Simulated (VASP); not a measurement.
# Sn in VASP: relaxation of the atoms with PBE

Aim: the relaxation of the atoms of Sn with PBE.

Program: VASP 6.6.1. These are calculated values, not measurements. Logs are shortened: lines on timing, memory, paths and dates and some standing lists are left out, and cuts for length are marked.

**1. The cell of the first run**

The cell holds a slab with vacuum, 4 atoms: a = 3.214 Å, b = 5.946 Å, c = 17.973 Å, α = 90.00°, β = 90.00°, γ = 90.00°.

**2. Relaxation of the atoms, PBE**

Input file INCAR:

```
SYSTEM = Sn
ALGO = Normal
DIPOL = 0.5 0.5 0.500
EDIFF = 1E-6
EDIFFG = -0.02
ENCUT = 520
GGA = PE
IBRION = 2
IDIPOL = 3
ISIF = 2
ISMEAR = 0
KPAR = 2
LASPH = .TRUE.
LCHARG = .FALSE.
LDIPOL = .TRUE.
LREAL = .FALSE.
LWAVE = .FALSE.
NELM = 100
NSW = 80
PREC = Accurate
SIGMA = 0.1
```

Input file KPOINTS:

```
k-points
0
G
  11 6 1
  0 0 0
```

Input file POSCAR:

```
Sn
1.0
    3.2137631472      0.0000000000      0.0000000000
    0.0000000000      5.9459077624      0.0000000000
    0.0000000000      0.0000000000     17.9729538812
Sn
4
Direct
    0.5000000000      0.5000000000      0.4172936764
    0.2500000000      0.0000000000      0.4172936764
    0.0000000000      0.0000000000      0.5827063236
    0.7500000000      0.5000000000      0.5827063236
```

Potentials or basis: VASP PAW PBE potentials, release 64 (Sn_d).

Command:

```bash
$ cat potpaw_PBE.64/Sn_d/POTCAR > POTCAR
$ mpirun -np 2 vasp_std > vasp.out
```

OUTCAR:

```text
SYSTEM = Sn
   EDIFF = 1E-6
   EDIFFG = -0.02
   ENCUT = 520
   GGA = PE
   IBRION = 2
   ISIF = 2
   ISMEAR = 0
   LASPH = .TRUE.
   LREAL = .FALSE.
   NELM = 100
   NSW = 80
   PREC = Accurate

 ion  position               nearest neighbor table
   1  0.500  0.500  0.417-   4 3.08   2 3.08   2 3.08
   2  0.250  0.000  0.417-   3 3.08   1 3.08   1 3.08
   3  0.000  0.000  0.583-   2 3.08   4 3.08   4 3.08
   4  0.750  0.500  0.583-   1 3.08   3 3.08   3 3.08

  LATTYP: Found a simple orthorhombic cell.
 ALAT       =     3.2137631472
 B/A-ratio  =     1.8501387595
 C/A-ratio  =     5.5924948598

  Lattice vectors:

 A1 = (   3.2137631472,   0.0000000000,   0.0000000000)
 A2 = (   0.0000000000,   5.9459077624,   0.0000000000)
 A3 = (   0.0000000000,   0.0000000000,  17.9729538812)

Analysis of symmetry for initial positions (statically):
=====================================================================
 Subroutine PRICEL returns:
 Original cell was already a primitive cell.

 Routine SETGRP: Setting up the symmetry group for a
 simple orthorhombic supercell.

 Subroutine GETGRP returns: Found  8 space group operations
 (whereof  2 operations were pure point group operations)
 out of a pool of  8 trial point group operations.

The static configuration has the point symmetry C_1h.
 The point group associated with its full space group is D_2h.

Analysis of symmetry for dynamics (positions and initial velocities):
=====================================================================
 Subroutine PRICEL returns:
 Original cell was already a primitive cell.

 Routine SETGRP: Setting up the symmetry group for a
 simple orthorhombic supercell.

 Subroutine GETGRP returns: Found  8 space group operations
 (whereof  2 operations were pure point group operations)
 out of a pool of  8 trial point group operations.

The dynamic configuration has the point symmetry C_1h.
 The point group associated with its full space group is D_2h.

 Subroutine INISYM returns: Found  8 space group operations
 (whereof  2 operations are pure point group operations),
 and found     1 'primitive' translations

----------------------------------------------------------------------------------------

                                     Primitive cell

  volume of cell :     343.4405

  direct lattice vectors                    reciprocal lattice vectors
     3.213763147  0.000000000  0.000000000     0.311161699  0.000000000  0.000000000
     0.000000000  5.945907762  0.000000000     0.000000000  0.168182898  0.000000000
     0.000000000  0.000000000 17.972953881     0.000000000  0.000000000  0.055639157

  length of vectors
     3.213763147  5.945907762 17.972953881     0.311161699  0.168182898  0.055639157

  position of ions in fractional coordinates (direct lattice)
     0.500000000  0.500000000  0.417293676
     0.250000000  0.000000000  0.417293676
     0.000000000  0.000000000  0.582706324
     0.750000000  0.500000000  0.582706324

  ion indices of the primitive-cell ions
   primitive index   ion index
                 1           1
                 2           2
                 3           3
                 4           4

----------------------------------------------------------------------------------------

 KPOINTS: k-points

Automatic generation of k-mesh.
 Grid dimensions read from file:
 generate k-points for:   11    6    1

 Generating k-lattice:

  Cartesian coordinates                     Fractional coordinates (reciprocal lattice)
     0.028287427  0.000000000  0.000000000     0.090909091  0.000000000  0.000000000
     0.000000000  0.028030483  0.000000000     0.000000000  0.166666667  0.000000000
     0.000000000  0.000000000  0.055639157     0.000000000  0.000000000  1.000000000

  Length of vectors
[... 44 lines left out ...]
 SYSTEM =  Sn
   PREC   = accura    normal or accurate (medium, high low for compatibility)
   ISTART =      0    job   : 0-new  1-cont  2-samecut
   ICHARG =      2    charge: 1-file 2-atom 10-const
   ISPIN  =      1    spin polarized calculation?
   LNONCOLLINEAR =      F non collinear calculations
   LSORBIT =      F    spin-orbit coupling
   LASPH  =      T    aspherical Exc in radial PAW
   ENCUT  =  520.0 eV  38.22 Ry    6.18 a.u.   5.98 11.06 33.42*2*pi/ulx,y,z
   NELM   =    100;   NELMIN=  2; NELMDL= -5     # of ELM steps
   EDIFF  = 0.1E-05   stopping-criterion for ELM
   LREAL  =      F    real-space projection
   EDIFFG = -.2E-01   stopping-criterion for IOM
   NSW    =     80    number of steps for IOM
   IBRION =      2    ionic relax: 0-MD 1-quasi-New 2-CG
   NFREE  =      1    steps in history (QN), initial steepest desc. (CG)
   ISIF   =      2    stress and relaxation
   ISYM   =      2    0-nonsym 1-usesym 2-fastsym
   POTIM  = 0.5000    time-step for ionic-motion
   TEBEG  =    0.0;   TEEND  =   0.0 temperature during run
   PSTRESS=    0.0 pullay stress
   NELECT =      56.0000    total number of electrons
   NUPDOWN=      -1.0000    fix difference up-down
   EMIN   =  10.00;   EMAX   =-10.00  energy-range for DOS
   EFERMI =   0.00;   METHOD = LEGACY
   ISMEAR =     0;   SIGMA  =   0.10  broadening in eV -4-tet -1-fermi 0-gaus
   EFERMI_NEDOS =   21; number of points for ismear=-14 and -15
   IALGO  =     38    algorithm
   IMIX   =      4    mixing-type and parameters
     AMIX     =   0.40;   BMIX     =  1.00
     AMIX_MAG =   1.60;   BMIX_MAG =  1.00
  volume/ion in A,a.u.               =      85.86       579.41
  Fermi-wavevector in a.u.,A,eV,Ry     =   0.894376  1.690126 10.883425  0.799909
  Thomas-Fermi vector in A             =   2.016574
   LORBIT       =      0    0 simple, 1 ext, 2 COOP (PROOUT), +10 PAW based schemes
   GGA     = PE    functional components
   LHFCALC =     F    Hartree Fock is set to
   AEXX    =    0.0000 exact exchange contribution
   IVDW    =     0    specifies the selected vdW correction
   LEPSILON=     F    determine dielectric tensor
   LRPA    =     F    only Hartree local field effects (RPA)
 conjugate gradient relaxation of ions
 non-spin polarized calculation
 Gauss-broadening in eV      SIGMA  =   0.10
  energy-cutoff  :      520.00
  volume of cell :      343.44
 maximum number of plane-waves:      9300
 NGX is ok and might be reduce to    24
   NGX = 11   NGY = 23   NGZ = 67

--------------------------------------- Ionic step        1  -------------------------------------------

 number of electron      56.0000013 magnetization

 Free energy of the ion-electron system (eV)
  ---------------------------------------------------
  ext. energy  EPLUGINS =         0.00000000
  ---------------------------------------------------
  free energy    TOTEN  =       -14.26363843 eV

  energy without entropy =      -14.23969482  energy(sigma->0) =      -14.25166663

------------------------ aborting loop because EDIFF is reached ----------------------------------------

  FORCE on cell =-STRESS in cart. coord.  units (eV):
  Direction    XX          YY          ZZ          XY          YZ          ZX
  --------------------------------------------------------------------------------------
  -------------------------------------------------------------------------------------
  Total       -2.3830315      0.5509114     -1.6909341     -0.0000000      0.0000000      0.0000000
  in kB      -11.1170323      2.5700457     -7.8883426     -0.0000000      0.0000000      0.0000000
  external PRESSURE =      -5.4784431 kB  Pullay stress =       0.0000000 kB
[... 95 lines left out ...]
  FREE ENERGIE OF THE ION-ELECTRON SYSTEM (eV)
  ---------------------------------------------------
  free  energy   TOTEN  =       -14.2967301703 eV

  energy  without entropy=      -14.2774773222  energy(sigma->0) =      -14.28710375

[... ionic steps 4 to 13 ...]

--------------------------------------- Ionic step       14  -------------------------------------------

 number of electron      56.0000008 magnetization

------------------------ aborting loop because EDIFF is reached ----------------------------------------
[... 33 lines left out ...]
--------------------------------------- Ionic step       15  -------------------------------------------

 number of electron      56.0000013 magnetization

 dipolmoment           0.000000      0.000000     -0.000000 electrons x Angstroem

------------------------ aborting loop because EDIFF is reached ----------------------------------------

  FORCE on cell =-STRESS in cart. coord.  units (eV):
  Direction    XX          YY          ZZ          XY          YZ          ZX
  --------------------------------------------------------------------------------------
  -------------------------------------------------------------------------------------
  Total       -0.8721532      3.4947812      0.1302565      0.0000000      0.0000000      0.0000000
  in kB       -4.0686645     16.3034337      0.6076568      0.0000000      0.0000000      0.0000000
  external PRESSURE =       4.2808087 kB  Pullay stress =       0.0000000 kB
[... 25 lines left out ...]
--------------------------------------- Ionic step       16  -------------------------------------------

 number of electron      56.0000012 magnetization

 dipolmoment           0.000000      0.000000      0.000000 electrons x Angstroem

 Free energy of the ion-electron system (eV)
  ---------------------------------------------------
  ext. energy  EPLUGINS =         0.00000000
  ---------------------------------------------------
  free energy    TOTEN  =       -14.45484783 eV

  energy without entropy =      -14.44106905  energy(sigma->0) =      -14.44795844

 E-fermi :  -0.0905     XC(G=0):  -4.0544

 val. band max:       -0.1389685264   @ k =   0.2727   0.3333   0.0000
 cond. band min:      -0.0836242308   @ k =   0.4545   0.0000   0.0000
 fundamental gap:      0.0553442955
 Fermi energy:        -0.0904645568

 k-point     1 :       0.0000    0.0000    0.0000
  band No.  band energies     occupation
      1     -21.8499      2.00000
      2     -21.8072      2.00000
      3     -21.6713      2.00000
      4     -21.6702      2.00000
      5     -21.6500      2.00000
      6     -21.6409      2.00000
[... 853 lines left out ...]
     32       2.2899      0.00000
     33       2.9281      0.00000

------------------------ aborting loop because EDIFF is reached ----------------------------------------

 vacuum level on the upper side and lower side of the slab       (xc-potential included)        -0.121        -0.121

  FORCE on cell =-STRESS in cart. coord.  units (eV):
  Direction    XX          YY          ZZ          XY          YZ          ZX
  --------------------------------------------------------------------------------------
  -------------------------------------------------------------------------------------
  Total       -0.9302718      3.5159424     -0.0041978      0.0000000      0.0000000      0.0000000
  in kB       -4.3397924     16.4021525     -0.0195830      0.0000000      0.0000000      0.0000000
  external PRESSURE =       4.0142590 kB  Pullay stress =       0.0000000 kB
[... 19 lines left out ...]
  FREE ENERGIE OF THE ION-ELECTRON SYSTEM (eV)
  ---------------------------------------------------
  free  energy   TOTEN  =       -14.4548478307 eV

  energy  without entropy=      -14.4410690465  energy(sigma->0) =      -14.44795844

 reached required accuracy - stopping structural energy minimisation

 vacuum level on the upper side and lower side of the slab         3.649         3.649
```

Wall time 9.4 min (2 MPI ranks of Intel Xeon 6975P-C (Granite Rapids), shared host); peak memory 0.52 GiB.

Results:

```yaml
Free_energy: -14.4548 eV
Energy_gained_by_relaxing: 47.8 meV/atom
Ionic_steps: 16
Largest_force_after_relaxing: 0.007 eV/Å
Band_gap_on_the_k_mesh: zero (bands 28 and 29 overlap by 1.71 eV)
```

Forces in eV/Å, atoms in the order of the input:
```
Sn  -0.005  0.000 -0.004
Sn   0.005  0.000 -0.004
Sn  -0.005  0.000  0.004
Sn   0.005  0.000  0.004
```

Step by step:
| step | energy change (eV) | largest force (eV/Å) | pressure (GPa) |
| --- | --- | --- | --- |
| 1 | 0.0000 | 0.2764 | -0.55 |
| 2 | -0.0133 | 0.2224 | -0.48 |
| 3 | -0.0331 | 0.0886 | -0.25 |
| 4 | -0.0333 | 0.0938 | -0.22 |
| 5 | -0.0360 | 0.0932 | -0.21 |
| 6 | -0.0442 | 0.1002 | -0.17 |
| 7 | -0.0628 | 0.1298 | -0.04 |
| 8 | -0.1086 | 0.1804 | 0.21 |
| 9 | -0.1722 | 0.2388 | 0.64 |
| 10 | -0.1765 | 0.2163 | 0.61 |
| 11 | -0.1823 | 0.1805 | 0.58 |
| 12 | -0.1843 | 0.1440 | 0.54 |
| 13 | -0.1850 | 0.1513 | 0.55 |
| 14 | -0.1882 | 0.1028 | 0.50 |
| 15 | -0.1909 | 0.0348 | 0.43 |
| 16 | -0.1912 | 0.0069 | 0.40 |

Final structure:
```yaml
crystal:
  lattice:
    - [3.21376, 0.00000, 0.00000]
    - [0.00000, 5.94591, 0.00000]
    - [0.00000, 0.00000, 17.97295]
  atoms:
    - { symbol: Sn, position: [0.37608, 0.50000, 0.42503] }
    - { symbol: Sn, position: [0.37392, 0.00000, 0.42503] }
    - { symbol: Sn, position: [0.87608, 0.00000, 0.57497] }
    - { symbol: Sn, position: [0.87392, 0.50000, 0.57497] }
```

Caveat: spin-orbit coupling is left out, which moves the levels of the heavy elements.

The gap in the log of VASP goes by the Fermi energy; the results here count the filled bands.